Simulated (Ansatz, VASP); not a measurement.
**CsB3 in VASP and in Ansatz**

```
CELL_PARAMETERS angstrom
6.89076 0.00000 0.00000
-3.44538 5.96757 0.00000
0.00000 0.00000 3.35998
ATOMIC_POSITIONS crystal
Cs 0.66667 0.33333 0.25000
Cs 0.33333 0.66667 0.75000
B 0.08412 0.91588 0.25000
B 0.08412 0.16825 0.25000
B 0.83175 0.91588 0.25000
B 0.16825 0.08412 0.75000
B 0.91588 0.83175 0.75000
B 0.91588 0.08412 0.75000
```

Alike in both runs: functional PBE; k mesh 3 × 3 × 4; occupations gaussian, width 0.1 eV; no spin polarisation.

Ansatz relaxed the structure, and its values are those at the end. VASP's run is a single point on that final structure, the one shown.

|  | VASP | Ansatz |
| --- | --- | --- |
| version | VASP 6.6.1 | Ansatz 0.2.0 |
| potentials or method | VASP PAW PBE potentials, release 64 (Cs_sv, B), cutoff 520 eV | scalar-relativistic, plane waves, PAW |
| valence electrons in the cell | 36 | 36 |

|  | VASP | Ansatz | Ansatz less VASP |
| --- | --- | --- | --- |
| gap on the k mesh at the Fermi level (eV) | none | none | - |
| pressure (GPa) | 0.2 | 0.0 | -0.18 |
| rms of the force components (eV/Å) | 0.002 | 0.008 | +0.0068 |

A gap of «none» marks a metal or a gap that the smearing closes.

The k mesh is coarse, so the values compare programs but aren't converged. Spin-orbit coupling is off throughout.
